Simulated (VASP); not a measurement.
Set up this calculation in VASP 6.6.1, as the native input.

- Task: single point
- Functional: RPBE
- Potentials or basis: VASP PAW PBE potentials, release 64 (Sr_sv)
- Cutoff: 520 eV
- k mesh: 10 × 10 × 3
- Occupations: fermi-dirac, width 0.1 eV
- Spin: no spin polarisation
- Dipole correction: no
- Further INCAR settings: ALGO = Normal; EDIFF = 1e-07; NBANDS = 28

The structure of Sr lies in POSCAR:

```
Sr
1.0
    4.3552605937      0.0000000000      0.0000000000
   -2.1776302968      3.7717663143      0.0000000000
    0.0000000000      0.0000000000     14.2576036472
Sr
4
Direct
    1.0000000000      1.0000000000      0.0000000000
    1.0000000000      1.0000000000      0.5000000000
    0.3333333333      0.6666666667      0.2500000000
    0.6666666667      0.3333333333      0.7500000000
```

This isn't the form of Sr at room conditions, which is fcc.

One way to write it, as run:

INCAR

```
PREC = Accurate ; ENCUT = 520
EDIFF = 1E-7 ; ISMEAR = -1
SIGMA = 0.1 ; LREAL = F
LASPH = T ; NELM = 60
ALGO = Normal ; ISIF = 2
LWAVE = F ; LCHARG = F
GGA = RP ; NBANDS = 28
```

KPOINTS

```
Automatic mesh
0
Gamma
  10 10 3
```

Potentials or basis: VASP PAW PBE potentials, release 64 (Sr_sv).

Run with:

```console
$ cat potpaw_PBE.64/Sr_sv/POTCAR > POTCAR
$ mpirun -np 1 vasp_std > vasp.out
```

It gave:

The pressure is 0.0 GPa and the band gap on the k mesh is zero (bands 20 and 21 overlap by 0.17 eV).

Caveat: the PAW data sets were made with another functional, which shifts forces and pressure a little.

Wall time 4.7 min on 1 thread of Oxide Virtual Turin-like Processor, on a shared host, peak memory 0.36 GiB.
